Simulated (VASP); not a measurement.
Wanted: the native input for a VASP 6.6.1 run.

- Task: single point
- Functional: PBE
- Potentials or basis: VASP PAW PBE potentials, release 64 (Pb_d, O)
- Cutoff: 520 eV
- k mesh: 5 × 5 × 6
- Occupations: fermi-dirac, width 0.05 eV
- Spin: no spin polarisation
- Dipole correction: no
- Further INCAR settings: ALGO = Normal; EDIFF = 1e-07; NBANDS = 50

The structure of PbO lies in POSCAR:

```
PbO
1.0
    5.8365625701      0.0000000000      0.0000000000
    0.0000000000      5.4392472148      0.0000000000
    0.0000000000      0.0000000000      4.7111668261
Pb O
4 4
Direct
    0.7690000000      0.5140000000      0.2500000000
    0.2310000000      0.4860000000      0.7500000000
    0.7690000000      0.9860000000      0.7500000000
    0.2310000000      0.0140000000      0.2500000000
    0.1320000000      0.5820000000      0.2500000000
    0.8680000000      0.4180000000      0.7500000000
    0.1320000000      0.9180000000      0.7500000000
    0.8680000000      0.0820000000      0.2500000000
```

The input as run:

INCAR

```
SYSTEM = PbO
PREC = Accurate
ENCUT = 520
EDIFF = 1E-7
ISMEAR = -1
SIGMA = 0.05
LREAL = .FALSE.
LASPH = .TRUE.
NELM = 60
ALGO = Normal
ISIF = 2
LWAVE = .FALSE.
LCHARG = .FALSE.
GGA = PE
NBANDS = 50
```

KPOINTS

```
Automatic mesh
0
G
  5 5 6
  0 0 0
```

Potentials or basis: VASP PAW PBE potentials, release 64 (Pb_d, O).

The run is started by

```console
$ cat potpaw_PBE.64/Pb_d/POTCAR potpaw_PBE.64/O/POTCAR > POTCAR
$ mpirun -np 1 vasp_std > vasp.out
```

Results of the run:

* Pressure: 4.3 GPa
* Largest force: 1.048 eV/Å
* Band gap on the k mesh: 1.99 eV (least direct gap 2.17 eV)

Caveat: the stress differs along the axes, from 0 to 9 GPa; spin-orbit coupling is left out, which moves the levels of the heavy elements; forces of over 1 eV/Å act on the atoms, so gaps and moduli don't describe the material at rest.

Run time: 4.1 min on 1 thread of Intel Xeon 8259CL (shared host), peak memory 0.37 GiB.
